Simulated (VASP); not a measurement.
# NdZrS2 (P-6m2) in VASP: notebook

The runs below take NdZrS2 through single point, with PBE.

Everything below comes from runs of VASP 6.6.1. Logs are shortened: lines on timing, memory, paths and dates and some standing lists are left out, and cuts for length are marked.

### Step 1. The cell of the first run

Symmetry: P-6m2, No. 187, hexagonal system. The conventional cell has a = 3.666 Å, b = 3.666 Å, c = 7.365 Å, α = 90.00°, β = 90.00°, γ = 120.00°. Within 3.9 Å of Nd (site symmetry -6m2) lie 6 S at 2.94 Å and 6 Nd at 3.67 Å and 2 Zr at 3.68 Å. Zr (site symmetry -6m2) has 6 S at 2.68 Å within 3.5 Å. Within 3.5 Å of S (site symmetry 3m) lie 3 Zr at 2.68 Å and 3 Nd at 2.94 Å and 1 S at 3.27 Å.

### Step 2. Single point, PBE (21.43 Å³/atom)

The input, INCAR:

```
SYSTEM = NdZrS2
PREC = Accurate
ENCUT = 500
EDIFF = 1E-6
ISMEAR = 0
SIGMA = 0.1
LREAL = .FALSE.
LASPH = .TRUE.
NELM = 200
ALGO = Normal
ISIF = 2
LWAVE = .FALSE.
LCHARG = .FALSE.
GGA = PE
NBANDS = 26
GGA_COMPAT = .FALSE.
LMAXMIX = 6
```

The input, KPOINTS:

```
regular mesh
0
G
  12 12 6
  0 0 0
```

The input, POSCAR:

```
NdZrS2
1.0
    3.6662489056      0.0000000000      0.0000000000
   -1.8331244528      3.1750646888      0.0000000000
    0.0000000000      0.0000000000      7.3649669531
Nd Zr S
1 1 2
Direct
    0.6666666667      0.3333333333      0.5000000000
    0.6666666667      0.3333333333      0.0000000000
    0.3333333333      0.6666666667      0.2221586628
    0.3333333333      0.6666666667      0.7778413372
```

Potentials or basis: VASP PAW PBE potentials, release 64 (Nd_3, Zr_sv, S), 4f in core.

Command:

```sh
$ cat potpaw_PBE.64/Nd_3/POTCAR potpaw_PBE.64/Zr_sv/POTCAR potpaw_PBE.64/S/POTCAR > POTCAR
$ mpirun -np 1 vasp_std > vasp.out
```

OUTCAR:

```text
SYSTEM = NdZrS2
   PREC = Accurate
   ENCUT = 500
   EDIFF = 1E-6
   ISMEAR = 0
   LREAL = .FALSE.
   LASPH = .TRUE.
   NELM = 200
   ISIF = 2
   GGA = PE

 ion  position               nearest neighbor table
   1  0.667  0.333  0.500-   3 2.94   4 2.94   3 2.94   4 2.94   3 2.94   4 2.94   2 3.68   2 3.68

   2  0.667  0.333  0.000-   3 2.68   4 2.68   3 2.68   4 2.68   3 2.68   4 2.68   1 3.68   1 3.68

   3  0.333  0.667  0.222-   2 2.68   2 2.68   2 2.68   1 2.94   1 2.94   1 2.94
   4  0.333  0.667  0.778-   2 2.68   2 2.68   2 2.68   1 2.94   1 2.94   1 2.94

  LATTYP: Found a hexagonal cell.
 ALAT       =     3.6662489056
 C/A-ratio  =     2.0088562296

  Lattice vectors:

 A1 = (   3.6662489056,   0.0000000000,   0.0000000000)
 A2 = (  -1.8331244528,   3.1750646888,   0.0000000000)
 A3 = (   0.0000000000,   0.0000000000,   7.3649669531)

Analysis of symmetry for initial positions (statically):
=====================================================================
 Subroutine PRICEL returns:
 Original cell was already a primitive cell.

 Routine SETGRP: Setting up the symmetry group for a
 hexagonal supercell.

 Subroutine GETGRP returns: Found 12 space group operations
 (whereof 12 operations were pure point group operations)
 out of a pool of 24 trial point group operations.

The static configuration has the point symmetry D_3h.

Analysis of symmetry for dynamics (positions and initial velocities):
=====================================================================
 Subroutine PRICEL returns:
 Original cell was already a primitive cell.

 Routine SETGRP: Setting up the symmetry group for a
 hexagonal supercell.

 Subroutine GETGRP returns: Found 12 space group operations
 (whereof 12 operations were pure point group operations)
 out of a pool of 24 trial point group operations.

The dynamic configuration has the point symmetry D_3h.

 Subroutine INISYM returns: Found 12 space group operations
 (whereof 12 operations are pure point group operations),
 and found     1 'primitive' translations

----------------------------------------------------------------------------------------

                                     Primitive cell

  volume of cell :      85.7325

  direct lattice vectors                    reciprocal lattice vectors
     3.666248906  0.000000000  0.000000000     0.272758349  0.157477106  0.000000000
    -1.833124453  3.175064689  0.000000000     0.000000000  0.314954213  0.000000000
     0.000000000  0.000000000  7.364966953     0.000000000  0.000000000  0.135777934

  length of vectors
     3.666248906  3.666248906  7.364966953     0.314954213  0.314954213  0.135777934

  position of ions in fractional coordinates (direct lattice)
     0.666666667  0.333333333  0.500000000
     0.666666667  0.333333333  0.000000000
     0.333333333  0.666666667  0.222158663
     0.333333333  0.666666667  0.777841337

  ion indices of the primitive-cell ions
   primitive index   ion index
                 1           1
                 2           2
                 3           3
                 4           4

----------------------------------------------------------------------------------------

 KPOINTS: regular mesh

Automatic generation of k-mesh.
 Grid dimensions read from file:
 generate k-points for:   12   12    6

 Generating k-lattice:

  Cartesian coordinates                     Fractional coordinates (reciprocal lattice)
     0.022729862  0.013123092  0.000000000     0.083333333 -0.000000000  0.000000000
     0.000000000  0.026246184  0.000000000     0.000000000  0.083333333  0.000000000
     0.000000000  0.000000000  0.022629656     0.000000000  0.000000000  0.166666667

  Length of vectors
     0.026246184  0.026246184  0.022629656

  Shift w.r.t. Gamma in fractional coordinates (k-lattice)
     0.000000000  0.000000000  0.000000000

 Subroutine IBZKPT returns following result:
 ===========================================

 Found     76 irreducible k-points:

 Following reciprocal coordinates:
            Coordinates               Weight
  0.000000  0.000000  0.000000      1.000000
  0.083333  0.000000  0.000000      6.000000
  0.166667 -0.000000  0.000000      6.000000
  0.250000  0.000000  0.000000      6.000000
  0.333333  0.000000  0.000000      6.000000
  0.416667  0.000000  0.000000      6.000000
[... 16 lines left out ...]
  0.250000  0.000000  0.166667     12.000000
  0.333333  0.000000  0.166667     12.000000
 [... further k-points ...]
   k-points           NKPTS =     76   k-points in BZ     NKDIM =     76   number of bands    NBANDS=     26
   number of dos      NEDOS =    301   number of ions     NIONS =      4
   total plane-waves  NPLWV =  42336
   dimension x,y,z NGX =    28 NGY =   28 NGZ =   54
   dimension x,y,z NGXF=    56 NGYF=   56 NGZF=  108
   ions per type =               1   1   2
   NGX,Y,Z   is equivalent  to a cutoff of  12.70, 12.70, 12.19 a.u.
   NGXF,Y,Z  is equivalent  to a cutoff of  25.39, 25.39, 24.38 a.u.
 SYSTEM =  NdZrS2
   PREC   = accura    normal or accurate (medium, high low for compatibility)
   ISTART =      0    job   : 0-new  1-cont  2-samecut
   ICHARG =      2    charge: 1-file 2-atom 10-const
   ISPIN  =      1    spin polarized calculation?
   LNONCOLLINEAR =      F non collinear calculations
   LSORBIT =      F    spin-orbit coupling
   LASPH  =      T    aspherical Exc in radial PAW
   ENCUT  =  500.0 eV  36.75 Ry    6.06 a.u.   6.68  6.68 13.43*2*pi/ulx,y,z
   NELM   =    200;   NELMIN=  2; NELMDL= -5     # of ELM steps
   EDIFF  = 0.1E-05   stopping-criterion for ELM
   LREAL  =      F    real-space projection
   EDIFFG = 0.1E-04   stopping-criterion for IOM
   NSW    =      0    number of steps for IOM
   IBRION =     -1    ionic relax: 0-MD 1-quasi-New 2-CG
   NFREE  =      0    steps in history (QN), initial steepest desc. (CG)
   ISIF   =      2    stress and relaxation
   ISYM   =      2    0-nonsym 1-usesym 2-fastsym
   POTIM  = 0.5000    time-step for ionic-motion
   TEBEG  =    0.0;   TEEND  =   0.0 temperature during run
   PSTRESS=    0.0 pullay stress
   NELECT =      35.0000    total number of electrons
   NUPDOWN=      -1.0000    fix difference up-down
   EMIN   =  10.00;   EMAX   =-10.00  energy-range for DOS
   EFERMI =   0.00;   METHOD = LEGACY
   ISMEAR =     0;   SIGMA  =   0.10  broadening in eV -4-tet -1-fermi 0-gaus
   EFERMI_NEDOS =   21; number of points for ismear=-14 and -15
   IALGO  =     38    algorithm
   IMIX   =      4    mixing-type and parameters
     AMIX     =   0.40;   BMIX     =  1.00
     AMIX_MAG =   1.60;   BMIX_MAG =  1.00
  volume/ion in A,a.u.               =      21.43       144.64
  Fermi-wavevector in a.u.,A,eV,Ry     =   1.214458  2.294992 20.067336  1.474908
  Thomas-Fermi vector in A             =   2.349877
   LORBIT       =      0    0 simple, 1 ext, 2 COOP (PROOUT), +10 PAW based schemes
   GGA     = PE    functional components
   LHFCALC =     F    Hartree Fock is set to
   AEXX    =    0.0000 exact exchange contribution
   IVDW    =     0    specifies the selected vdW correction
   LEPSILON=     F    determine dielectric tensor
   LRPA    =     F    only Hartree local field effects (RPA)
 non-spin polarized calculation
 Gauss-broadening in eV      SIGMA  =   0.10
  energy-cutoff  :      500.00
  volume of cell :       85.73
 maximum number of plane-waves:      2211
 NGX is ok and might be reduce to    28
   NGX = 13   NGY = 13   NGZ = 27

 number of electron      34.9999999 magnetization

 Free energy of the ion-electron system (eV)
  ---------------------------------------------------
  ext. energy  EPLUGINS =         0.00000000
  ---------------------------------------------------
  free energy    TOTEN  =       -28.20780616 eV

  energy without entropy =      -28.18965708  energy(sigma->0) =      -28.19873162

 E-fermi :   7.1501     XC(G=0): -10.6286

 val. band max:        7.1467622566   @ k =   0.3333   0.2500   0.1667
 cond. band min:       7.1621371299   @ k =   0.5000   0.0000   0.1667
 fundamental gap:      0.0153748733
 Fermi energy:         7.1501180115

 k-point     1 :       0.0000    0.0000    0.0000
  band No.  band energies     occupation
      1     -42.2670      2.00000
      2     -30.8907      2.00000
      3     -20.3754      2.00000
      4     -20.1985      2.00000
      5     -20.1985      2.00000
      6     -12.3346      2.00000
[... 18 lines left out ...]
     25      10.0605      0.00000
     26      10.6606      0.00000

 k-point     2 :       0.0833    0.0000    0.0000
  band No.  band energies     occupation
      1     -42.2658      2.00000
      2     -30.8848      2.00000
      3     -20.3716      2.00000
      4     -20.2154      2.00000
      5     -20.2022      2.00000
      6     -12.3160      2.00000
[... 18 lines left out ...]
     25      10.0778      0.00000
     26      10.6632      0.00000

 k-point     3 :       0.1667   -0.0000    0.0000
  band No.  band energies     occupation
      1     -42.2624      2.00000
      2     -30.8688      2.00000
      3     -20.3611      2.00000
      4     -20.2612      2.00000
      5     -20.2123      2.00000
      6     -12.2644      2.00000
[... 18 lines left out ...]
     25      10.5157      0.00000
     26      10.7737      0.00000

 k-point     4 :       0.2500    0.0000    0.0000
  band No.  band energies     occupation
      1     -42.2578      2.00000
      2     -30.8467      2.00000
      3     -20.3467      2.00000
      4     -20.3229      2.00000
      5     -20.2259      2.00000
      6     -12.1919      2.00000
[... 18 lines left out ...]
     25      10.8700      0.00000
     26      11.2566      0.00000
[... 496 lines left out ...]
      1     -42.2624      2.00000
      2     -30.8688      2.00000
      3     -20.3606      2.00000
      4     -20.2612      2.00000
      5     -20.2123      2.00000
      6     -12.2699      2.00000
[... 18 lines left out ...]
     25      10.3467      0.00000
     26      11.1071      0.00000

 k-point    23 :       0.2500    0.0000    0.1667
  band No.  band energies     occupation
      1     -42.2578      2.00000
      2     -30.8467      2.00000
      3     -20.3463      2.00000
      4     -20.3229      2.00000
      5     -20.2259      2.00000
      6     -12.1963      2.00000
[... 18 lines left out ...]
     25      10.7867      0.00000
     26      11.3862      0.00000

 k-point    24 :       0.3333    0.0000    0.1667
  band No.  band energies     occupation
      1     -42.2532      2.00000
      2     -30.8245      2.00000
      3     -20.3838      2.00000
      4     -20.3319      2.00000
      5     -20.2395      2.00000
      6     -12.3951      2.00000
[... 18 lines left out ...]
     25      11.2481      0.00000
     26      11.9346      0.00000

 [... further k-points ...]

------------------------ aborting loop because EDIFF is reached ----------------------------------------

  FORCE on cell =-STRESS in cart. coord.  units (eV):
  Direction    XX          YY          ZZ          XY          YZ          ZX
  --------------------------------------------------------------------------------------
  -------------------------------------------------------------------------------------
  Total       -1.4685826     -1.4685826     -1.4496037      0.0000000      0.0000000      0.0000000
  in kB      -27.4450256    -27.4450256    -27.0903451      0.0000000      0.0000000      0.0000000
  external PRESSURE =     -27.3267987 kB  Pullay stress =       0.0000000 kB

 VOLUME and BASIS-vectors are now :
 -----------------------------------------------------------------------------
  energy-cutoff  :      500.00
  volume of cell :       85.73
      direct lattice vectors                 reciprocal lattice vectors
     3.666248906  0.000000000  0.000000000     0.272758349  0.157477106  0.000000000
    -1.833124453  3.175064689  0.000000000     0.000000000  0.314954213  0.000000000
     0.000000000  0.000000000  7.364966953     0.000000000  0.000000000  0.135777934

 POSITION                                       TOTAL-FORCE (eV/Angst)
 -----------------------------------------------------------------------------------
      1.83312      1.05835      3.68248        -0.000000      0.000000      0.000000
      1.83312      1.05835      0.00000         0.000000      0.000000      0.000000
     -0.00000      2.11671      1.63619        -0.000000      0.000000      0.003478
     -0.00000      2.11671      5.72878        -0.000000     -0.000000     -0.003478
 -----------------------------------------------------------------------------------
    total drift:                               -0.000000      0.000000      0.000000

  FREE ENERGIE OF THE ION-ELECTRON SYSTEM (eV)
  ---------------------------------------------------
  free  energy   TOTEN  =       -28.2078061612 eV

  energy  without entropy=      -28.1896570795  energy(sigma->0) =      -28.19873162
```

Wall time 96 s (1 thread of Intel Xeon Platinum 8559C (Emerald Rapids), shared host); peak memory 0.3 GiB.

Results:

| Item | Value |
| --- | --- |
| Free energy | -28.2078 eV |
| Pressure | -2.7 GPa |
| Largest force | 0.003 eV/Å |
| Band gap on the k mesh | zero (an odd number of electrons rules out a gap without spin polarisation) |

Forces in eV/Å, atoms in the order of the input:
```
Nd   0.000  0.000  0.000
Zr   0.000  0.000  0.000
S    0.000  0.000  0.003
S    0.000  0.000 -0.003
```

Caveat: spin-orbit coupling is left out, which moves the levels of the heavy elements; the 4f electrons are frozen in the core, so they carry no moment and show no levels; the run has no spin polarisation, though such a crystal can be magnetic. Spin polarisation is off, so any magnetic state and its effect on volume and gap are missing.

### Step 3. Single point, PBE (22.06 Å³/atom)

This run uses another cell than the first one, of 22.06 Å³/atom.

The input, INCAR:

```
PREC = Accurate ; ENCUT = 500
EDIFF = 1E-6 ; ISMEAR = 0
SIGMA = 0.1 ; LREAL = False
LASPH = True ; NELM = 200
ALGO = Normal ; ISIF = 2
LWAVE = False ; LCHARG = False
GGA = PE ; NBANDS = 26
GGA_COMPAT = False ; LMAXMIX = 6
```

The input, KPOINTS:

```
Automatic mesh
0
Gamma
  12 12 6
```

The input, POSCAR:

```
NdZrS2
1.0
    3.7053526270      0.0000000000      0.0000000000
   -1.8526763135      3.2089295050      0.0000000000
    0.0000000000      0.0000000000      7.4203475370
Nd Zr S
1 1 2
Direct
    0.6666666667      0.3333333333      0.5000000000
    0.6666666667      0.3333333333      0.0000000000
    0.3333333333      0.6666666667      0.2212586534
    0.3333333333      0.6666666667      0.7787413466
```

Potentials or basis: VASP PAW PBE potentials, release 64 (Nd_3, Zr_sv, S), 4f in core.

Command:

```sh
$ cat potpaw_PBE.64/Nd_3/POTCAR potpaw_PBE.64/Zr_sv/POTCAR potpaw_PBE.64/S/POTCAR > POTCAR
$ mpirun -np 1 vasp_std > vasp.out
```

OUTCAR:

```text
PREC = Accurate
   ENCUT = 500
   EDIFF = 1E-6
   ISMEAR = 0
   LREAL = False
   LASPH = True
   NELM = 200
   ISIF = 2
   GGA = PE

 ion  position               nearest neighbor table
   1  0.667  0.333  0.500-   3 2.98   4 2.98   3 2.98   4 2.98   3 2.98   4 2.98   2 3.71   2 3.71

   2  0.667  0.333  0.000-   3 2.70   4 2.70   3 2.70   4 2.70   3 2.70   4 2.70   1 3.71   1 3.71

   3  0.333  0.667  0.221-   2 2.70   2 2.70   2 2.70   1 2.98   1 2.98   1 2.98
   4  0.333  0.667  0.779-   2 2.70   2 2.70   2 2.70   1 2.98   1 2.98   1 2.98

  LATTYP: Found a hexagonal cell.
 ALAT       =     3.7053526270
 C/A-ratio  =     2.0026022579

  Lattice vectors:

 A1 = (   3.7053526270,   0.0000000000,   0.0000000000)
 A2 = (  -1.8526763135,   3.2089295050,   0.0000000000)
 A3 = (   0.0000000000,   0.0000000000,   7.4203475370)

Analysis of symmetry for initial positions (statically):
=====================================================================
 Subroutine PRICEL returns:
 Original cell was already a primitive cell.

 Routine SETGRP: Setting up the symmetry group for a
 hexagonal supercell.
[... 171 lines left out ...]

 E-fermi :   6.8850     XC(G=0): -10.4944

 val. band max:        6.8841578858   @ k =   0.3333   0.2500   0.1667
 cond. band min:       6.8918128866   @ k =   0.5000   0.0000   0.0000
 fundamental gap:      0.0076550008
 Fermi energy:         6.8850298340

 k-point     1 :       0.0000    0.0000    0.0000
  band No.  band energies     occupation
      1     -42.6155      2.00000
      2     -31.2392      2.00000
      3     -20.7011      2.00000
      4     -20.5471      2.00000
      5     -20.5471      2.00000
      6     -12.6282      2.00000
[... 685 lines left out ...]
     25      10.8537      0.00000
     26      11.4981      0.00000

 [... further k-points ...]

------------------------ aborting loop because EDIFF is reached ----------------------------------------

  FORCE on cell =-STRESS in cart. coord.  units (eV):
  Direction    XX          YY          ZZ          XY          YZ          ZX
  --------------------------------------------------------------------------------------
  -------------------------------------------------------------------------------------
  Total       -2.8129831     -2.8129831     -2.8000147      0.0000000      0.0000000      0.0000000
  in kB      -51.0815115    -51.0815115    -50.8460159      0.0000000      0.0000000      0.0000000
  external PRESSURE =     -51.0030129 kB  Pullay stress =       0.0000000 kB

 VOLUME and BASIS-vectors are now :
 -----------------------------------------------------------------------------
  energy-cutoff  :      500.00
  volume of cell :       88.23
      direct lattice vectors                 reciprocal lattice vectors
     3.705352627  0.000000000  0.000000000     0.269879847  0.155815202  0.000000000
    -1.852676313  3.208929505  0.000000000     0.000000000  0.311630405  0.000000000
     0.000000000  0.000000000  7.420347537     0.000000000  0.000000000  0.134764577

 POSITION                                       TOTAL-FORCE (eV/Angst)
 -----------------------------------------------------------------------------------
      1.85268      1.06964      3.71017        -0.000000      0.000000      0.000000
      1.85268      1.06964      0.00000         0.000000      0.000000      0.000000
     -0.00000      2.13929      1.64182        -0.000000      0.000000      0.003900
     -0.00000      2.13929      5.77853        -0.000000      0.000000     -0.003900
 -----------------------------------------------------------------------------------
    total drift:                               -0.000000      0.000000      0.000000

  FREE ENERGIE OF THE ION-ELECTRON SYSTEM (eV)
  ---------------------------------------------------
  free  energy   TOTEN  =       -28.1469997995 eV

  energy  without entropy=      -28.1281114808  energy(sigma->0) =      -28.13755564
```

Run time: 91 s. Hardware: 1 thread of Intel Xeon Platinum 8559C (Emerald Rapids), shared host; peak memory 0.31 GiB.

What came out:

| Property | Result |
| --- | --- |
| Free energy | -28.1470 eV |
| Pressure | -5.1 GPa |
| Largest force | 0.004 eV/Å |
| Band gap on the k mesh | zero (an odd number of electrons rules out a gap without spin polarisation) |

Forces in eV/Å, atoms in the order of the input:
```
Nd   0.000  0.000  0.000
Zr   0.000  0.000  0.000
S    0.000  0.000  0.004
S    0.000  0.000 -0.004
```

Caveat: the cell stands under tension; spin-orbit coupling is left out, which moves the levels of the heavy elements; the 4f electrons are frozen in the core, so they carry no moment and show no levels; the run has no spin polarisation, though such a crystal can be magnetic. Spin polarisation is off, so any magnetic state and its effect on volume and gap are missing.
